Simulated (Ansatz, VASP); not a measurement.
One calculation of Te, two programs

```xyz
3
Lattice="4.6014 0.0000 0.0000 -2.3007 3.9849 0.0000 0.0000 0.0000 5.9001" Properties=species:S:1:pos:R:3 pbc="T T T"
Te    0.8091    0.2148    2.3797
Te   -0.2185    0.8081    3.5204
Te    1.7101    2.9620    0.0000
```

Change from the starting cell: shortest bond scaled by 0.58, PAW files.

Alike in both runs: task electric field gradients; functional r2SCAN; k mesh 8 × 8 × 5; occupations fermi-dirac, width 0.05 eV; no spin polarisation.

|  | VASP | Ansatz |
| --- | --- | --- |
| version | VASP 6.6.1 | Ansatz 0.2.0 |
| potentials or method | VASP PAW PBE potentials, release 64 (Te) | PAW with Ansatz's default frozen-core files, scalar-relativistic |
| plane-wave cutoff (eV) | 520 | 500 |
| valence electrons in the cell | 18 | 48 |

```tsv
	VASP	Ansatz	Ansatz less VASP
pressure (GPa)	85.5	76.5	-9.00
traceless stress, the component that is largest in VASP (GPa)	-111.80	-99.76	+12.037
rms of the force components (eV/Å)	49.444	44.160	-5.2847
size of Vzz on the site where it differs most (V/Å²)	577.1	622.1	+44.98
```

VASP's potentials were made for PBE, not for r2SCAN. Atom by atom the forces differ by 5.285 eV/Å (rms over components). The pressures are high and differ by over a tenth, so treat them with care. The functional is the same, so the differences come from potentials, cutoffs and numerics. VASP's potentials hold 18 valence electrons a cell and Ansatz's 48, so a difference there can come from the potentials and not from the codes.

Spin-orbit coupling is off throughout. Noted on VASP's run: the cell as given lies far from equilibrium.
